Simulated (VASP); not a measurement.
# LiBr (Fm-3m) in VASP: further runs, part 2 of 2

VASP 6.6.1.

**3. Single point, PBE (strain -0.040 along x and y, -0.040 along z)**

Contents of INCAR:

```
SYSTEM = LiBr
PREC = Accurate ; ENCUT = 750
EDIFF = 1E-6 ; ISMEAR = 0
SIGMA = 0.05 ; LREAL = .False.
LASPH = .True. ; NELM = 120
ALGO = Normal ; ISIF = 2
LWAVE = .False. ; LCHARG = .False.
GGA = PE ; NBANDS = 12
GGA_COMPAT = .False.
```

Contents of KPOINTS:

```
regular mesh
0
Gamma
  8 8 8
  0 0 0
```

Contents of POSCAR:

```
LiBr
1.0
    0.0000000000      2.6347200000      2.6347200000
    2.6347200000      0.0000000000      2.6347200000
    2.6347200000      2.6347200000      0.0000000000
Li Br
1 1
Direct
    0.0000000000      0.0000000000      0.0000000000
    0.5000000000      0.5000000000      0.5000000000
```

Potentials or basis: VASP PAW PBE potentials, release 64 (Li_sv, Br).

Started as:

```
$ cat potpaw_PBE.64/Li_sv/POTCAR potpaw_PBE.64/Br/POTCAR > POTCAR
$ mpirun -np 1 vasp_std > vasp.out
```

OUTCAR:

```text
SYSTEM = LiBr
   PREC = Accurate
   ENCUT = 750
   EDIFF = 1E-6
   ISMEAR = 0
   LREAL = .False.
   LASPH = .True.
   NELM = 120
   ISIF = 2
   GGA = PE

 ion  position               nearest neighbor table
   1  0.000  0.000  0.000-   2 2.63   2 2.63   2 2.63   2 2.63   2 2.63   2 2.63
   2  0.500  0.500  0.500-   1 2.63   1 2.63   1 2.63   1 2.63   1 2.63   1 2.63

  LATTYP: Found a face centered cubic cell.
 ALAT       =     5.2694400000

  Lattice vectors:

 A1 = (   0.0000000000,   2.6347200000,   2.6347200000)
 A2 = (   2.6347200000,   0.0000000000,   2.6347200000)
 A3 = (   2.6347200000,   2.6347200000,   0.0000000000)

Analysis of symmetry for initial positions (statically):
=====================================================================
 Subroutine PRICEL returns:
 Original cell was already a primitive cell.

 Routine SETGRP: Setting up the symmetry group for a
 face centered cubic supercell.

 Subroutine GETGRP returns: Found 48 space group operations
 (whereof 48 operations were pure point group operations)
 out of a pool of 48 trial point group operations.

The static configuration has the point symmetry O_h .

Analysis of symmetry for dynamics (positions and initial velocities):
[... 181 lines left out ...]
     11      14.0965      0.00000
     12      14.0965      0.00000
[... 331 lines left out ...]
 k-point    24 :      -0.3750    0.2500    0.1250
  band No.  band energies     occupation
      1     -42.9509      2.00000
      2     -11.8539      2.00000
      3      -1.8647      2.00000
      4      -0.3868      2.00000
      5       0.5258      2.00000
      6       8.5410      0.00000
      7       9.3355      0.00000
      8      10.7936      0.00000
      9      12.7531      0.00000
     10      15.3871      0.00000
     11      16.0352      0.00000
     12      18.6682      0.00000

 [... further k-points ...]

------------------------ aborting loop because EDIFF is reached ----------------------------------------

  FORCE on cell =-STRESS in cart. coord.  units (eV):
  Direction    XX          YY          ZZ          XY          YZ          ZX
  --------------------------------------------------------------------------------------
  -------------------------------------------------------------------------------------
  Total        1.0430498      1.0430498      1.0430498      0.0000000      0.0000000      0.0000000
  in kB       45.6859033     45.6859033     45.6859033      0.0000000      0.0000000      0.0000000
  external PRESSURE =      45.6859033 kB  Pullay stress =       0.0000000 kB

 VOLUME and BASIS-vectors are now :
 -----------------------------------------------------------------------------
  energy-cutoff  :      750.00
  volume of cell :       36.58
      direct lattice vectors                 reciprocal lattice vectors
     0.000000000  2.634720000  2.634720000    -0.189773486  0.189773486  0.189773486
     2.634720000  0.000000000  2.634720000     0.189773486 -0.189773486  0.189773486
     2.634720000  2.634720000  0.000000000     0.189773486  0.189773486 -0.189773486

 POSITION                                       TOTAL-FORCE (eV/Angst)
 -----------------------------------------------------------------------------------
      0.00000      0.00000      0.00000         0.000000     -0.000000      0.000000
      2.63472      2.63472      2.63472        -0.000000      0.000000     -0.000000
 -----------------------------------------------------------------------------------
    total drift:                                0.000000      0.000000      0.000000

  FREE ENERGIE OF THE ION-ELECTRON SYSTEM (eV)
  ---------------------------------------------------
  free  energy   TOTEN  =        -6.5746265841 eV

  energy  without entropy=       -6.5746265841  energy(sigma->0) =       -6.57462658
```

stdout:

```text
POSCAR found type information on POSCAR LiBr
 POSCAR found :  2 types and       2 ions
 scaLAPACK will be used
 LDA part: xc-table for (Slater+PW92), standard interpolation
 POSCAR, INCAR and KPOINTS ok, starting setup
 FFT: planning ... GRIDC
 FFT: planning ... GRID_SOFT
 FFT: planning ... GRID
 WAVECAR not read
 entering main loop
```

It took 16 s on 1 thread of Intel Xeon Platinum 8559C (Emerald Rapids), shared host; peak memory 0.2 GiB.

What came out:

| Quantity | Value |
| --- | --- |
| Free energy | -6.5746 eV |
| Pressure | 4.6 GPa |
| Band gap on the k mesh | 5.57 eV |

Caveat: the cell differs from its parent crystal (strain -0.040 along x and y, -0.040 along z); the cell stands under pressure.

**4. Single point, PBE (strain +0.040 along x and y, +0.040 along z)**

Contents of INCAR:

```
PREC = Accurate ; ENCUT = 750
EDIFF = 1E-6 ; ISMEAR = 0
SIGMA = 0.05 ; LREAL = F
LASPH = T ; NELM = 120
ALGO = Normal ; ISIF = 2
LWAVE = F ; LCHARG = T
GGA = PE ; LELF = T
LVHAR = T ; NBANDS = 12
GGA_COMPAT = F
```

Contents of KPOINTS:

```
Automatic mesh
0
Gamma
  8 8 8
```

Contents of POSCAR:

```
LiBr
1.0
    0.0000000000      2.8542800000      2.8542800000
    2.8542800000      0.0000000000      2.8542800000
    2.8542800000      2.8542800000      0.0000000000
Li Br
1 1
Direct
    0.0000000000      0.0000000000      0.0000000000
    0.5000000000      0.5000000000      0.5000000000
```

Started as:

```
$ cat potpaw_PBE.64/Li_sv/POTCAR potpaw_PBE.64/Br/POTCAR > POTCAR
$ mpirun -np 1 vasp_std > vasp.out
```

It took 18 s on 1 thread of Intel Xeon Platinum 8559C (Emerald Rapids), shared host; peak memory 0.2 GiB.

It converged, with:

| Quantity | Value |
| --- | --- |
| Free energy | -6.6066 eV |
| Pressure | -2.2 GPa |
| Band gap on the k mesh | 4.50 eV |

Levels at points of the mesh, in eV from the valence-band top:
```
           k point  band 2  band 3  band 4  band 5  band 6  band 7  band 8  band 9
(0.00, 0.00, 0.00)  -13.09    0.00    0.00    0.00    4.50   10.40   10.40   10.40
(0.50, 0.00, 0.00)  -12.74   -2.44   -0.22   -0.22    5.56    8.05    8.05   10.70
(0.50, 0.50, 0.00)  -12.61   -2.40   -0.94   -0.94    6.07    7.26   10.75   11.72
```

Caveat: the cell differs from its parent crystal (strain +0.040 along x and y, +0.040 along z). A k mesh can miss the band edges.

**5. Single point, PBE (strain +0.080 along x and y, +0.080 along z)**

Contents of INCAR:

```
ALGO = Normal
EDIFF = 1E-6
ENCUT = 750
GGA = PE
GGA_COMPAT = False
ISIF = 2
ISMEAR = 0
LASPH = True
LCHARG = False
LREAL = False
LWAVE = False
NBANDS = 12
NELM = 120
PREC = Accurate
SIGMA = 0.05
```

Contents of KPOINTS:

```
k-points
0
Gamma
  8 8 8
```

Contents of POSCAR:

```
LiBr
1.0
    0.0000000000      2.9640600000      2.9640600000
    2.9640600000      0.0000000000      2.9640600000
    2.9640600000      2.9640600000      0.0000000000
Li Br
1 1
Direct
    0.0000000000      0.0000000000      0.0000000000
    0.5000000000      0.5000000000      0.5000000000
```

Started as:

```
$ cat potpaw_PBE.64/Li_sv/POTCAR potpaw_PBE.64/Br/POTCAR > POTCAR
$ mpirun -np 1 vasp_std > vasp.out
```

Wall time 22 s (1 thread of Intel Xeon Platinum 8559C (Emerald Rapids), shared host); peak memory 0.24 GiB.

Results (log left out):

```
Free energy            : -6.5054 eV
Pressure               : -3.5 GPa
Band gap on the k mesh : 4.14 eV
```

Levels at points of the mesh, in eV from the valence-band top:
| k point | band 3 | band 4 | band 5 | band 6 | band 7 | band 8 |
| --- | --- | --- | --- | --- | --- | --- |
| (0.00, 0.00, 0.00) | 0.00 | 0.00 | 0.00 | 4.14 | 10.26 | 10.26 |
| (0.50, 0.00, 0.00) | -2.05 | -0.18 | -0.18 | 5.48 | 7.96 | 7.96 |
| (0.50, 0.50, 0.00) | -1.99 | -0.77 | -0.77 | 5.88 | 7.37 | 9.94 |

Caveat: the cell differs from its parent crystal (strain +0.080 along x and y, +0.080 along z); the cell stands under tension. A k mesh can miss the band edges.

**6. Overview**

```csv
cell,gap on the mesh (eV),pressure (GPa)
"a = 3.571 Å, angles 60.0°, 2 atoms",5.72,11.9
"a = 3.726 Å, angles 60.0°, 2 atoms",5.57,4.6
"a = 4.037 Å, angles 60.0°, 2 atoms",4.50,-2.2
"a = 4.192 Å, angles 60.0°, 2 atoms",4.14,-3.5
```

Alike in all rows: task single point; level PBE; potentials or basis VASP PAW PBE potentials, release 64 (Li_sv, Br); no spin polarisation; k mesh 8 × 8 × 8; cutoff (eV) 750; smearing gaussian 0.05 eV.

Caveats: the cell stands under pressure (at least some runs); the cell stands under tension (at least some runs).

Total energies depend on the potentials used, so only differences within one code and one set of settings carry meaning.
